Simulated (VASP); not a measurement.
Wanted: the native input for a VASP 6.6.1 run.

```yaml
Task: relaxation of cell and atoms
Functional: r2SCAN
Potentials_or_basis: VASP PAW PBE potentials, release 64 (C)
Cutoff: 600 eV
k_mesh: 11 × 11 × 11
Occupations: fermi-dirac, width 0.05 eV
Spin: no spin polarisation
Dipole_correction: no
Further_INCAR_settings: ALGO = Normal; EDIFF = 1e-06; IBRION = 2; EDIFFG = -0.01; NSW = 80; ISIF = 3
```

The system is C.

```xyz
2
Lattice="1.2280 0.7090 3.3470 -1.2280 0.7090 3.3470 0.0000 -1.4180 3.3470" Properties=species:S:1:pos:R:3 pbc="T T T"
C     0.0000    0.0000    8.3943
C     0.0000    0.0000    1.6467
```

The input as run:

POSCAR

```
C
1.0
    1.2280287100      0.7090027100      3.3470114500
   -1.2280287100      0.7090027100      3.3470114500
    0.0000000000     -1.4180054100      3.3470114500
C
2
Direct
    0.8360000000      0.8360000000      0.8360000000
    0.1640000000      0.1640000000      0.1640000000
```

INCAR.step1

```
ALGO = Normal ; EDIFF = 1E-4
ENCUT = 600 ; GGA = PE
ISMEAR = -1 ; LASPH = T
LCHARG = F ; LREAL = F
LWAVE = T ; NELM = 100
PREC = Accurate ; SIGMA = 0.05
```

INCAR.step2

```
ALGO = Normal ; EDIFF = 1E-6
EDIFFG = -0.01 ; ENCUT = 600
IBRION = 2 ; ISIF = 3
ISMEAR = -1 ; ISTART = 1
LASPH = T ; LCHARG = F
LMIXTAU = T ; LREAL = F
LWAVE = F ; METAGGA = R2SCAN
NELM = 100 ; NSW = 80
PREC = Accurate ; SIGMA = 0.05
```

KPOINTS

```
k-points
0
Gamma
  11 11 11
```

Potentials or basis: VASP PAW PBE potentials, release 64 (C).

The run is started by

```bash
$ cat potpaw_PBE.64/C/POTCAR > POTCAR
$ cp INCAR.step1 INCAR
$ mpirun -np 1 vasp_std > vasp.out
$ cp INCAR.step2 INCAR
$ mpirun -np 1 vasp_std > vasp.out
```

Results of the run:

```yaml
Relaxed_volume: 9.09 Å³/atom
Relaxed_cell: a = 3.754 Å, b = 3.754 Å, c = 3.754 Å, α = 38.20°, β = 38.20°, γ = 38.20°
Space_group_after_relaxing_to_0.1_Å: R-3m (No. 166)
Energy_gained_by_relaxing: 13.4 meV/atom
Ionic_steps: 12
Pressure_after_relaxing: 0.0 GPa
Largest_force_after_relaxing: 0.009 eV/Å
```

Caveat: the PAW data sets were made with another functional, which shifts forces and pressure a little.

Wall time 25 min on 1 thread of Intel(R) Xeon(R) Platinum 8259CL CPU @ 2.50GHz (Skylake/Cascade Lake) (shared host), peak memory 0.18 GiB.
